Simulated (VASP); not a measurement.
# Co (P6_3/mmc) in VASP: further runs

Aim: see how the results for Co move with the level of theory and the settings. Levels: PBE, BLYP, RPBE+D3(BJ). Tasks: single point, relaxation of cell and atoms.

Program: VASP 6.6.1. These are calculated values, not measurements. Logs are shortened: lines on timing, memory, paths and dates and some standing lists are left out, and cuts for length are marked.

## 1. The cell of the first run

Symmetry: P6_3/mmc, No. 194, hexagonal system. The conventional cell has a = 2.471 Å, b = 2.471 Å, c = 8.088 Å, α = 90.00°, β = 90.00°, γ = 120.00°. Within 3.3 Å of Co (site symmetry -6m2) lie 12 Co at 2.47 Å. Co (site symmetry -3m) has 12 Co at 2.47 Å within 3.3 Å.

## 2. Single point, PBE, collinear spin, ferromagnetic start

INCAR reads:

```
  PREC = Accurate
  ENCUT = 690
  EDIFF = 1E-6
  ISMEAR = 0
  SIGMA = 0.017
  LREAL = False
  LASPH = True
  NELM = 200
  ALGO = Normal
  ISIF = 2
  LWAVE = False
  LCHARG = False
  ISPIN = 2
  MAGMOM = 2 2 2 2
  LORBIT = 11
  LMAXMIX = 4
  GGA = PE
  NBANDS = 46
  GGA_COMPAT = False
```

KPOINTS reads:

```
regular mesh
0
Gamma
  12 12 4
```

POSCAR reads:

```
Co
1.0
    2.4705617809      0.0000000000      0.0000000000
   -1.2352808905      2.1395692639      0.0000000000
    0.0000000000      0.0000000000      8.0882338000
Co
4
Direct
    0.6666666667      0.3333333333      0.7500000000
    0.0000000000      0.0000000000      0.5000000000
    0.3333333333      0.6666666667      0.2500000000
    0.0000000000      0.0000000000      0.0000000000
```

Potentials or basis: VASP PAW PBE potentials, release 64 (Co_sv).

The run is started by

```console
> cat potpaw_PBE.64/Co_sv/POTCAR > POTCAR
> mpirun -np 1 vasp_std > vasp.out
```

OUTCAR:

```text
PREC = Accurate
   ENCUT = 690
   EDIFF = 1E-6
   ISMEAR = 0
   LREAL = False
   LASPH = True
   NELM = 200
   ISIF = 2
   ISPIN = 2
   LORBIT = 11
   GGA = PE

 ion  position               nearest neighbor table
   1  0.667  0.333  0.750-   2 2.47   4 2.47   2 2.47   4 2.47   2 2.47   4 2.47
   2  0.000  0.000  0.500-   1 2.47   3 2.47   1 2.47   3 2.47   1 2.47   3 2.47
   3  0.333  0.667  0.250-   2 2.47   4 2.47   2 2.47   4 2.47   2 2.47   4 2.47
   4  0.000  0.000  0.000-   1 2.47   3 2.47   1 2.47   3 2.47   1 2.47   3 2.47

  LATTYP: Found a hexagonal cell.
 ALAT       =     2.4705617809
 C/A-ratio  =     3.2738439745

  Lattice vectors:

 A1 = (   2.4705617809,   0.0000000000,   0.0000000000)
 A2 = (  -1.2352808905,   2.1395692639,   0.0000000000)
 A3 = (   0.0000000000,   0.0000000000,   8.0882338000)

Analysis of symmetry for initial positions (statically):
=====================================================================
 Subroutine PRICEL returns:
 Original cell was already a primitive cell.

 Routine SETGRP: Setting up the symmetry group for a
 hexagonal supercell.

 Subroutine GETGRP returns: Found 24 space group operations
 (whereof 12 operations were pure point group operations)
 out of a pool of 24 trial point group operations.

The static configuration has the point symmetry D_3d.
 The point group associated with its full space group is D_6h.

Analysis of symmetry for dynamics (positions and initial velocities):
=====================================================================
 Subroutine PRICEL returns:
 Original cell was already a primitive cell.

 Routine SETGRP: Setting up the symmetry group for a
 hexagonal supercell.

 Subroutine GETGRP returns: Found 24 space group operations
 (whereof 12 operations were pure point group operations)
 out of a pool of 24 trial point group operations.

The dynamic configuration has the point symmetry D_3d.
 The point group associated with its full space group is D_6h.

Analysis of structural, dynamic, and magnetic symmetry:
=====================================================================
 Subroutine PRICEL returns:
 Original cell was already a primitive cell.

 Routine SETGRP: Setting up the symmetry group for a
 hexagonal supercell.

 Subroutine GETGRP returns: Found 24 space group operations
 (whereof 12 operations were pure point group operations)
 out of a pool of 24 trial point group operations.

The overall configuration has the point symmetry D_3d.
 The point group associated with its full space group is D_6h.

 Subroutine INISYM returns: Found 24 space group operations
 (whereof 12 operations are pure point group operations),
 and found     1 'primitive' translations

----------------------------------------------------------------------------------------

                                     Primitive cell

  volume of cell :      42.7539

  direct lattice vectors                    reciprocal lattice vectors
     2.470561781  0.000000000  0.000000000     0.404766239  0.233691897  0.000000000
    -1.235280890  2.139569264  0.000000000     0.000000000  0.467383794  0.000000000
     0.000000000  0.000000000  8.088233800     0.000000000  0.000000000  0.123636386

  length of vectors
     2.470561781  2.470561781  8.088233800     0.467383794  0.467383794  0.123636386

  position of ions in fractional coordinates (direct lattice)
     0.666666667  0.333333333  0.750000000
     0.000000000  0.000000000  0.500000000
     0.333333333  0.666666667  0.250000000
     0.000000000  0.000000000  0.000000000

  ion indices of the primitive-cell ions
   primitive index   ion index
                 1           1
                 2           2
                 3           3
                 4           4

----------------------------------------------------------------------------------------

 KPOINTS: regular mesh

Automatic generation of k-mesh.
 Grid dimensions read from file:
 generate k-points for:   12   12    4

 Generating k-lattice:

  Cartesian coordinates                     Fractional coordinates (reciprocal lattice)
     0.033730520  0.019474325  0.000000000     0.083333333  0.000000000  0.000000000
     0.000000000  0.038948649  0.000000000     0.000000000  0.083333333  0.000000000
     0.000000000  0.000000000  0.030909097     0.000000000  0.000000000  0.250000000

  Length of vectors
     0.038948649  0.038948649  0.030909097

  Shift w.r.t. Gamma in fractional coordinates (k-lattice)
     0.000000000  0.000000000  0.000000000

 Subroutine IBZKPT returns following result:
 ===========================================

 Found     57 irreducible k-points:

 Following reciprocal coordinates:
            Coordinates               Weight
  0.000000  0.000000  0.000000      1.000000
  0.083333  0.000000  0.000000      6.000000
  0.166667 -0.000000  0.000000      6.000000
  0.250000  0.000000  0.000000      6.000000
  0.333333  0.000000  0.000000      6.000000
  0.416667  0.000000  0.000000      6.000000
[... 16 lines left out ...]
  0.250000  0.000000  0.250000     12.000000
  0.333333  0.000000  0.250000     12.000000
 [... further k-points ...]
   k-points           NKPTS =     57   k-points in BZ     NKDIM =     57   number of bands    NBANDS=     46
   number of dos      NEDOS =    301   number of ions     NIONS =      4
   total plane-waves  NPLWV =  40320
   dimension x,y,z NGX =    24 NGY =   24 NGZ =   70
   dimension x,y,z NGXF=    48 NGYF=   48 NGZF=  140
   ions per type =               4
   NGX,Y,Z   is equivalent  to a cutoff of  16.15, 16.15, 14.39 a.u.
   NGXF,Y,Z  is equivalent  to a cutoff of  32.30, 32.30, 28.78 a.u.
 SYSTEM =  unknown system
   PREC   = accura    normal or accurate (medium, high low for compatibility)
   ISTART =      0    job   : 0-new  1-cont  2-samecut
   ICHARG =      2    charge: 1-file 2-atom 10-const
   ISPIN  =      2    spin polarized calculation?
   LNONCOLLINEAR =      F non collinear calculations
   LSORBIT =      F    spin-orbit coupling
   LASPH  =      T    aspherical Exc in radial PAW
   ENCUT  =  690.0 eV  50.71 Ry    7.12 a.u.   5.29  5.29 17.32*2*pi/ulx,y,z
   NELM   =    200;   NELMIN=  2; NELMDL= -5     # of ELM steps
   EDIFF  = 0.1E-05   stopping-criterion for ELM
   LREAL  =      F    real-space projection
   EDIFFG = 0.1E-04   stopping-criterion for IOM
   NSW    =      0    number of steps for IOM
   IBRION =     -1    ionic relax: 0-MD 1-quasi-New 2-CG
   NFREE  =      0    steps in history (QN), initial steepest desc. (CG)
   ISIF   =      2    stress and relaxation
   ISYM   =      2    0-nonsym 1-usesym 2-fastsym
   POTIM  = 0.5000    time-step for ionic-motion
   TEBEG  =    0.0;   TEEND  =   0.0 temperature during run
   PSTRESS=    0.0 pullay stress
   NELECT =      68.0000    total number of electrons
   NUPDOWN=      -1.0000    fix difference up-down
   EMIN   =  10.00;   EMAX   =-10.00  energy-range for DOS
   EFERMI =   0.00;   METHOD = LEGACY
   ISMEAR =     0;   SIGMA  =   0.02  broadening in eV -4-tet -1-fermi 0-gaus
   EFERMI_NEDOS =   21; number of points for ismear=-14 and -15
   IALGO  =     38    algorithm
   IMIX   =      4    mixing-type and parameters
     AMIX     =   0.40;   BMIX     =  1.00
     AMIX_MAG =   1.60;   BMIX_MAG =  1.00
  volume/ion in A,a.u.               =      10.69        72.13
  Fermi-wavevector in a.u.,A,eV,Ry     =   1.910964  3.611199 49.685539  3.651784
  Thomas-Fermi vector in A             =   2.947679
   LORBIT       =     11    0 simple, 1 ext, 2 COOP (PROOUT), +10 PAW based schemes
   GGA     = PE    functional components
   LHFCALC =     F    Hartree Fock is set to
   AEXX    =    0.0000 exact exchange contribution
   IVDW    =     0    specifies the selected vdW correction
   LEPSILON=     F    determine dielectric tensor
   LRPA    =     F    only Hartree local field effects (RPA)
 spin polarized calculation
 Gauss-broadening in eV      SIGMA  =   0.02
  energy-cutoff  :      690.00
  volume of cell :       42.75
 maximum number of plane-waves:      1776
 NGX is ok and might be reduce to    24
   NGX = 11   NGY = 11   NGZ = 35

 number of electron      68.0000032 magnetization       6.6129283

 Free energy of the ion-electron system (eV)
  ---------------------------------------------------
  ext. energy  EPLUGINS =         0.00000000
  ---------------------------------------------------
  free energy    TOTEN  =       -28.45016096 eV

  energy without entropy =      -28.44964586  energy(sigma->0) =      -28.44990341

 E-fermi :  12.3160     XC(G=0): -13.9995

 val. band max:       12.3128993606   @ k =   0.3333   0.0000   0.0000
 cond. band min:      12.3170002230   @ k =   0.2500   0.0000   0.2500
 fundamental gap:      0.0041008624
 Fermi energy:        12.3159875240

 spin component 1

 k-point     1 :       0.0000    0.0000    0.0000
  band No.  band energies     occupation
      1     -83.8824      1.00000
      2     -83.8691      1.00000
      3     -83.8214      1.00000
      4     -83.8079      1.00000
      5     -47.2852      1.00000
      6     -47.1575      1.00000
[... 38 lines left out ...]
     45      34.7235      0.00000
     46      35.6595      0.00000

 k-point     2 :       0.0833    0.0000    0.0000
  band No.  band energies     occupation
      1     -83.8792      1.00000
      2     -83.8665      1.00000
      3     -83.8188      1.00000
      4     -83.8060      1.00000
      5     -47.2779      1.00000
      6     -47.1576      1.00000
[... 38 lines left out ...]
     45      33.7374      0.00000
     46      33.8362      0.00000

 k-point     3 :       0.1667   -0.0000    0.0000
  band No.  band energies     occupation
      1     -83.8702      1.00000
      2     -83.8594      1.00000
      3     -83.8117      1.00000
      4     -83.8007      1.00000
      5     -47.2575      1.00000
      6     -47.1607      1.00000
[... 1018 lines left out ...]
     45      28.2849      0.00000
     46      30.8391      0.00000

 k-point    24 :       0.3333    0.0000    0.2500
  band No.  band energies     occupation
      1     -83.8444      1.00000
      2     -83.8408      1.00000
      3     -83.7914      1.00000
      4     -83.7878      1.00000
      5     -47.2166      1.00000
      6     -47.1919      1.00000
[... 38 lines left out ...]
     45      26.9940      0.00000
     46      27.8426      0.00000

 [... further k-points ...]

 spin component 2

 k-point     1 :       0.0000    0.0000    0.0000
  band No.  band energies     occupation
      1     -81.7689      1.00000
      2     -81.7440      1.00000
      3     -81.7309      1.00000
      4     -81.7059      1.00000
      5     -45.2376      1.00000
      6     -45.0714      1.00000
[... 38 lines left out ...]
     45      34.4023      0.00000
     46      35.3749      0.00000

 k-point     2 :       0.0833    0.0000    0.0000
  band No.  band energies     occupation
      1     -81.7652      1.00000
      2     -81.7412      1.00000
      3     -81.7281      1.00000
      4     -81.7040      1.00000
      5     -45.2295      1.00000
      6     -45.0726      1.00000
[... 38 lines left out ...]
     45      33.6477      0.00000
     46      33.8305      0.00000

 k-point     3 :       0.1667   -0.0000    0.0000
  band No.  band energies     occupation
      1     -81.7549      1.00000
      2     -81.7336      1.00000
      3     -81.7205      1.00000
      4     -81.6991      1.00000
      5     -45.2065      1.00000
      6     -45.0809      1.00000
[... 1018 lines left out ...]
     45      28.6859      0.00000
     46      31.0075      0.00000

 k-point    24 :       0.3333    0.0000    0.2500
  band No.  band energies     occupation
      1     -81.7238      1.00000
      2     -81.7156      1.00000
      3     -81.6967      1.00000
      4     -81.6885      1.00000
      5     -45.1698      1.00000
      6     -45.1433      1.00000
[... 38 lines left out ...]
     45      27.3847      0.00000
     46      28.2682      0.00000

 [... further k-points ...]

------------------------ aborting loop because EDIFF is reached ----------------------------------------

  FORCE on cell =-STRESS in cart. coord.  units (eV):
  Direction    XX          YY          ZZ          XY          YZ          ZX
  --------------------------------------------------------------------------------------
  -------------------------------------------------------------------------------------
  Total        1.2964751      1.2964751      0.0394344     -0.0000000      0.0000000      0.0000000
  in kB       48.5846412     48.5846412      1.4777816     -0.0000000      0.0000000      0.0000000
  external PRESSURE =      32.8823546 kB  Pullay stress =       0.0000000 kB

 VOLUME and BASIS-vectors are now :
 -----------------------------------------------------------------------------
  energy-cutoff  :      690.00
  volume of cell :       42.75
      direct lattice vectors                 reciprocal lattice vectors
     2.470561781  0.000000000  0.000000000     0.404766239  0.233691897  0.000000000
    -1.235280890  2.139569264  0.000000000     0.000000000  0.467383794  0.000000000
     0.000000000  0.000000000  8.088233800     0.000000000  0.000000000  0.123636386

 POSITION                                       TOTAL-FORCE (eV/Angst)
 -----------------------------------------------------------------------------------
      1.23528      0.71319      6.06618         0.000000     -0.000000      0.000000
      0.00000      0.00000      4.04412         0.000000      0.000000     -0.000000
     -0.00000      1.42638      2.02206        -0.000000      0.000000     -0.000000
      0.00000      0.00000      0.00000         0.000000      0.000000     -0.000000
 -----------------------------------------------------------------------------------
    total drift:                               -0.000000      0.000000      0.000000

  FREE ENERGIE OF THE ION-ELECTRON SYSTEM (eV)
  ---------------------------------------------------
  free  energy   TOTEN  =       -28.4501609620 eV

  energy  without entropy=      -28.4496458648  energy(sigma->0) =      -28.44990341

 total charge

# of ion       s       p       d       tot
------------------------------------------
    1        2.250   6.126   6.687  15.063
    2        2.250   6.124   6.695  15.070
    3        2.250   6.126   6.687  15.063
    4        2.250   6.124   6.695  15.070
--------------------------------------------------
tot          9.001  24.501  26.763  60.265

 magnetization (x)

# of ion       s       p       d       tot
------------------------------------------
    1       -0.003  -0.014   1.748   1.731
    2       -0.004  -0.013   1.720   1.703
    3       -0.003  -0.014   1.748   1.731
    4       -0.004  -0.013   1.720   1.703
--------------------------------------------------
tot         -0.014  -0.053   6.935   6.868
```

Run time: 3.9 min. Hardware: 1 thread of AMD EPYC 9R45 (Zen 5), shared host; peak memory 0.33 GiB.

Results:

```
Free energy                                           : -28.4502 eV
Pressure                                              : 3.3 GPa
Net moment                                            : 6.61 μB per cell
Site moments                                          : Co +1.73, +1.70 (each value once) μB
Valence electrons inside the program's atomic spheres : Co 15.06, 15.07 (each value once)
```

Stress tensor (GPa, compression positive):
```
4.86 0.00 0.00
0.00 4.86 0.00
0.00 0.00 0.15
```

Levels at points of the mesh, in eV from the Fermi level:
Spin up:
| k point | band 36 | band 37 | band 38 | band 39 | band 40 | band 41 |
| --- | --- | --- | --- | --- | --- | --- |
| (0.00, 0.00, 0.00) | -1.20 | -1.20 | -0.80 | -0.80 | -0.38 | 6.20 |
| (0.50, 0.00, 0.00) | -0.53 | 0.20 | 1.31 | 2.45 | 3.07 | 7.00 |
| (0.00, 0.00, 0.50) | -1.68 | -0.98 | -0.98 | -0.98 | -0.98 | 9.19 |
| (0.50, 0.00, 0.50) | -0.56 | 1.21 | 1.21 | 2.76 | 2.76 | 7.35 |
Spin down:
| k point | band 26 | band 27 | band 28 | band 29 | band 30 | band 31 | band 32 | band 33 | band 34 | band 35 |
| --- | --- | --- | --- | --- | --- | --- | --- | --- | --- | --- |
| (0.00, 0.00, 0.00) | -1.12 | -1.12 | -0.84 | -0.84 | -0.79 | -0.79 | -0.43 | 0.09 | 0.09 | 0.44 |
| (0.50, 0.00, 0.00) | -1.13 | -0.81 | -0.08 | -0.04 | 0.45 | 1.24 | 1.26 | 1.27 | 1.30 | 1.34 |
| (0.00, 0.00, 0.50) | -1.04 | -1.04 | -1.04 | -0.94 | -0.94 | -0.94 | -0.94 | 0.27 | 0.27 | 0.27 |
| (0.50, 0.00, 0.50) | -0.89 | -0.84 | -0.84 | -0.25 | -0.25 | 0.85 | 0.85 | 1.26 | 1.26 | 1.36 |

Caveat: the cell stands under pressure.

(Part 1 of 2 ends here.)
